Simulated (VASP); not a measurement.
Write the native input for VASP 6.6.1 that does the following.

```yaml
Task: single point
Functional: PBEsol
Potentials_or_basis: VASP PAW PBE potentials, release 64 (Ga_d, N)
Cutoff: 520 eV
k_mesh: 6 × 6 × 6
Occupations: gaussian, width 0.01 eV
Spin: no spin polarisation
Dipole_correction: no
Further_INCAR_settings: ALGO = Normal; EDIFF = 1e-07; NBANDS = 16
```

The structure of GaN lies in POSCAR:

```
GaN
1.0
    0.0000000000      2.2489525415      2.2489525415
    2.2489525415      0.0000000000      2.2489525415
    2.2489525415      2.2489525415      0.0000000000
Ga N
1 1
Direct
    0.0000000000      0.0000000000      0.0000000000
    0.2500000000      0.2500000000      0.2500000000
```

The input as run:

INCAR

```
PREC = Accurate
ENCUT = 520
EDIFF = 1E-7
ISMEAR = 0
SIGMA = 0.01
LREAL = F
LASPH = T
NELM = 60
ALGO = Normal
ISIF = 2
LWAVE = F
LCHARG = T
GGA = PS
LELF = T
LVHAR = T
NBANDS = 16
```

KPOINTS

```
regular mesh
0
Gamma
  6 6 6
```

Potentials or basis: VASP PAW PBE potentials, release 64 (Ga_d, N).

Command:

```bash
$ cat potpaw_PBE.64/Ga_d/POTCAR potpaw_PBE.64/N/POTCAR > POTCAR
$ mpirun -np 1 vasp_std > vasp.out
```

Results of the run:

* Pressure: -0.2 GPa
* Band gap on the k mesh: 1.72 eV, direct

Caveat: the PAW data sets were made with another functional, which shifts forces and pressure a little.

It took 10 s on 1 thread of Intel Xeon 8259CL, with other jobs on the host, peak memory 0.14 GiB.
